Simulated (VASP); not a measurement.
Here is a VASP 6.6.1 calculation.

The input INCAR:

```
ALGO = Normal
EDIFF = 1E-6
ENCUT = 520
GGA = CA
ISIF = 2
ISMEAR = -1
LASPH = True
LCHARG = True
LELF = True
LREAL = False
LVHAR = True
LWAVE = False
NBANDS = 16
NELM = 80
PREC = Accurate
SIGMA = 0.05
```

Contents of KPOINTS:

```
k-points
0
Gamma
  10 10 9
```

File POSCAR:

```
WC
1.0
    2.8672181576      0.0000000000      0.0000000000
   -1.4336090788      2.4830837627      0.0000000000
    0.0000000000      0.0000000000      2.7982628680
W C
1 1
Direct
    0.0000000000      0.0000000000      0.0000000000
    0.6666666667      0.3333333333      0.5000000000
```

Potentials or basis: VASP PAW LDA potentials, release 64 (W_sv, C).

The run is started by

```sh
$ cat potpaw_LDA.64/W_sv/POTCAR potpaw_LDA.64/C/POTCAR > POTCAR
$ mpirun -np 1 vasp_std > vasp.out
```

Q: Estimate the pressure.

A: 10.3 GPa.

Q: Predict the band gap on the k mesh.

A: Zero (band 9 reaches 12.26 eV, above the bottom of band 10 at 10.96 eV).

Stress tensor (GPa, compression positive):
```
10.06  0.00  0.00
 0.00 10.06  0.00
 0.00  0.00 10.65
```

Caveat: spin-orbit coupling is left out, which moves the levels of the heavy elements.
